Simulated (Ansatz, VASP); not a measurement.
# HfH: VASP beside Ansatz

INCAR

```
SYSTEM = HfH
PREC = Accurate ; ENCUT = 600
EDIFF = 1E-7 ; ISMEAR = 0
SIGMA = 0.1 ; LREAL = .False.
LASPH = .True. ; NELM = 60
ALGO = Normal ; ISIF = 3
LWAVE = .False. ; LCHARG = .False.
GGA = PE ; IBRION = 2
NSW = 90 ; EDIFFG = -0.04
```

KPOINTS

```
Automatic mesh
0
Gamma
  6 6 6
  0 0 0
```

POSCAR

```
HfH
1.0
    3.1091846900      0.0000000000      0.0000000000
    0.0000000000      3.1091846900      0.0000000000
    0.0000000000      0.0000000000      3.1091846900
Hf H
1 1
Direct
    0.5000000000      0.5000000000      0.5000000000
    0.0000000000      0.0000000000      0.0000000000
```

Input for Ansatz:

```yaml
crystal:
  lattice:
    - [3.10918469, 0.0, 0.0]
    - [0.0, 3.10918469, 0.0]
    - [0.0, 0.0, 3.10918469]
  atoms:
    - { symbol: Hf, position: [0.5, 0.5, 0.5] }
    - { symbol: H, position: [0.0, 0.0, 0.0] }
basis:
  ecutwfc: 420
kpoints:
  mp_grid: { grid: [6, 6, 6] }
hamiltonian:
  xc: pbe
scf:
  occupations: { method: gaussian, width: 0.1 }
  lower_state_search: "off"
output:
  forces: true
  stress: true
  eigenvalues: true
relax:
  adjacent_minimum: "off"
  f_tol: 0.04
  max_steps: 70
  cell: { stress_tol: 0.4 }
```

Change from the starting cell: species swapped into the TiNi type (Pm-3m, No. 221).

Alike in both runs: task relaxation of cell and atoms; functional PBE; k mesh 6 × 6 × 6; occupations gaussian, width 0.1 eV; no spin polarisation.

|  | VASP | Ansatz |
| --- | --- | --- |
| version | VASP 6.6.1 | Ansatz 0.2.0 |
| potentials or method | VASP PAW PBE potentials, release 64 (Hf_pv, H), cutoff 600 eV | scalar-relativistic, plane waves, PAW |
| valence electrons in the cell | 11 | 27 |

|  | VASP | Ansatz | Ansatz less VASP |
| --- | --- | --- | --- |
| gap on the k mesh at the Fermi level, each at its own relaxed structure (eV) | none | none | - |
| relaxed volume (Å³/atom) | 12.39 | 12.46 | +0.068 |
| relaxed cell length with the largest relative difference (Å) | 2.916 | 2.921 | +0.0053 |

A gap of «none» marks a metal or a gap that the smearing closes. VASP's potentials hold 11 valence electrons a cell and Ansatz's 27, so a difference there can come from the potentials and not from the codes.

Spin-orbit coupling is off throughout. Noted on VASP's run: the volume moved by over 15 % at a fixed basis, so the end points are rough.
